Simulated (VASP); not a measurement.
# NaLa: single point with PBE

Crystal: NaLa.

```xyz
2
Lattice="3.6063 0.0000 0.0000 -1.8031 3.1231 0.0000 0.0000 0.0000 6.4838" Properties=species:S:1:pos:R:3 pbc="T T T"
Na    0.0000    0.0000    0.0000
La    0.0000    2.0821    3.2419
```

| Property | Result |
| --- | --- |
| Program | VASP 6.6.1 |
| Task | single point |
| Functional | PBE |
| Potentials or basis | VASP PAW PBE potentials, release 64 (Na_pv, La) |
| Cutoff | 500 eV |
| k mesh | 8 × 8 × 4 |
| Occupations | gaussian, width 0.05 eV |
| Spin | no spin polarisation |
| Dipole correction | no |
| Further INCAR settings | ALGO = Normal; EDIFF = 1e-06; NBANDS = 16 |

```
Pressure               : -0.4 GPa
Band gap on the k mesh : zero (band 9 reaches 4.44 eV, above the bottom of band 10 at 3.71 eV)
```

Stress tensor (GPa, compression positive):
```
-0.73  0.00  0.00
 0.00 -0.73  0.00
 0.00  0.00  0.36
```

Levels at points of the mesh, in eV from the Fermi level:
```csv
k point,band 7,band 8,band 9,band 10,band 11,band 12
"(0.00, 0.00, 0.00)",-16.15,-3.36,-1.31,0.68,1.01,1.57
"(0.50, 0.00, 0.00)",-16.48,-1.52,-0.75,0.35,0.89,1.28
"(0.00, 0.00, 0.50)",-16.15,-2.44,-2.12,-0.07,1.01,1.29
"(0.50, 0.00, 0.50)",-16.48,-1.45,-1.16,1.04,1.36,1.44
```

It took 17 s on 1 thread of Intel(R) Xeon(R) 6975P-C (Granite Rapids) (shared host), peak memory 0.2 GiB.

Caveat: spin-orbit coupling is left out, which moves the levels of the heavy elements.
